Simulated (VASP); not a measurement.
# BaTiO3: single point with LDA+U

Crystal: BaTiO3.

```
CELL_PARAMETERS angstrom
-2.79787 -1.61535 -2.28446
2.79786 -4.84603 -0.00001
-2.79786 -1.61534 4.56889
ATOMIC_POSITIONS crystal
Ba 0.00426 0.00001 0.99574
Ba 0.00426 0.50000 0.49574
Ti 0.50427 0.00001 0.49573
Ti 0.50427 0.50001 0.99574
O 0.50425 0.24999 0.74575
O 0.50425 0.75000 0.24574
O 0.50426 0.74999 0.74574
O 0.50426 0.25000 0.24575
O 0.00425 0.00000 0.49574
O 0.00426 0.49999 0.99574
```

- Program: VASP 6.6.1
- Task: single point
- Functional: LDA
- Potentials or basis: VASP PAW LDA potentials, release 64 (Ba_sv, Ti_sv, O)
- Cutoff: 600 eV
- k mesh: 7 × 5 × 5
- Occupations: fermi-dirac, width 0.05 eV
- Spin: no spin polarisation
- Hubbard terms: Ti d U = 8.0 eV
- Dipole correction: no
- Further INCAR settings: ALGO = Normal; EDIFF = 1e-06; NBANDS = 51

```
Pressure               : 6.4 GPa
Band gap on the k mesh : 2.74 eV
```

Levels at points of the mesh, in eV from the valence-band top:
```csv
k point,band 37,band 38,band 39,band 40,band 41,band 42,band 43,band 44
"(0.00, 0.00, 0.00)",-0.18,-0.18,-0.18,-0.09,2.74,2.74,2.74,4.29
```

Eigenvalues of the final occupation matrices:
| site | spin | trace | eigenvalues |
| --- | --- | --- | --- |
| site 3 d | 1 | 0.74 | 0.09 0.09 0.09 0.24 0.24 |
| site 3 d | 2 | 0.74 | 0.09 0.09 0.09 0.24 0.24 |
| site 4 d | 1 | 0.74 | 0.09 0.09 0.09 0.24 0.24 |
| site 4 d | 2 | 0.74 | 0.09 0.09 0.09 0.24 0.24 |

Wall time 2 min on 4 MPI ranks on AMD EPYC 9R45 96-Core Processor (Zen 5), with other jobs on the host, peak memory 0.6 GiB a rank.

Caveat: the cell stands under pressure; spin-orbit coupling is left out, which moves the levels of the heavy elements; an odd mesh through Γ misses points on the zone boundary, where band edges can lie.
